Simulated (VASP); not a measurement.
Runs of VASP 6.6.1 on Si. The structure is that of space group Fd-3m (No. 227), or close to it. The cells are those of the table. 

```tsv
task	cell	cutoff (eV)	gap on the mesh (eV)	pressure (GPa)
single point	a = 3.801 Å, angles 60.0°, 2 atoms	520	0.43	(a)
relaxation of the atoms	atoms relaxed from a = 3.829, b = 3.829, c = 3.820 Å, angles 60.1, 60.1, 59.8°, 2 atoms	520	0.43	-0.4
single point	a = 3.810, b = 3.810, c = 3.820 Å, angles 59.9, 59.9, 60.2°, 2 atoms	520	0.39	0.5
single point	a = 3.829 Å, angles 59.7°, 2 atoms	520	0.43	0.0
relaxation of cell and atoms	relaxed from a = 3.840 Å, angles 60.0°, 2 atoms	600	0.45	0.0
single point	a = 3.820 Å, angles 60.0°, 2 atoms	520	0.45	0.0
relaxation of the atoms	atoms relaxed from a = 3.829 Å, angles 59.7°, 2 atoms	520	0.43	0.0
single point	a = 3.820, b = 3.820, c = 3.810 Å, angles 60.1, 60.1, 60.2°, 2 atoms	520	0.43	0.0
single point	a = 3.820, b = 3.820, c = 3.829 Å, angles 59.9, 59.9, 59.8°, 2 atoms	520	0.43	0.0
single point	a = 3.829, b = 3.829, c = 3.820 Å, angles 60.1, 60.1, 59.8°, 2 atoms	520	0.43	-0.4
```

Alike in all rows: level LDA; potentials or basis VASP PAW LDA potentials, release 64 (Si); no spin polarisation; k mesh 10 × 10 × 10; smearing gaussian 0.01 eV.

Q: Fill in the values left out.

A: (a) 1.6.

Caveats: the relaxation stopped at its first step, so nothing moved (some runs).

A k mesh can miss the band edges.
